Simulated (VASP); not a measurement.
Input of a VASP 6.6.1 run:

INCAR

```
PREC = Accurate
ENCUT = 500
EDIFF = 1E-6
ISMEAR = -1
SIGMA = 0.1
LREAL = False
LASPH = True
NELM = 120
ALGO = Normal
ISIF = 2
LWAVE = False
LCHARG = False
GGA = CA
NBANDS = 16
GGA_COMPAT = False
```

KPOINTS

```
regular mesh
0
Gamma
  8 8 8
```

File POSCAR:

```
GaSb
1.0
   -2.6794850012      2.6794850012      1.5532602925
    2.6794850012     -2.6794850012      1.5532602925
    2.6794850012      2.6794850012     -1.5532602925
Ga Sb
1 1
Direct
    0.2500000000      0.7500000000      0.5000000000
    0.0000000000      0.0000000000      0.0000000000
```

Potentials or basis: VASP PAW LDA potentials, release 64 (Ga_d, Sb).

Launch:

```sh
$ cat potpaw_LDA.64/Ga_d/POTCAR potpaw_LDA.64/Sb/POTCAR > POTCAR
$ mpirun -np 1 vasp_std > vasp.out
```

Q: Estimate the pressure.

A: 0.1 GPa.

Q: What does it give for the band gap on the k mesh?

A: Zero (bands 9 and 10 overlap by 4.02 eV).

Caveat: spin-orbit coupling is left out, which moves the levels of the heavy elements.
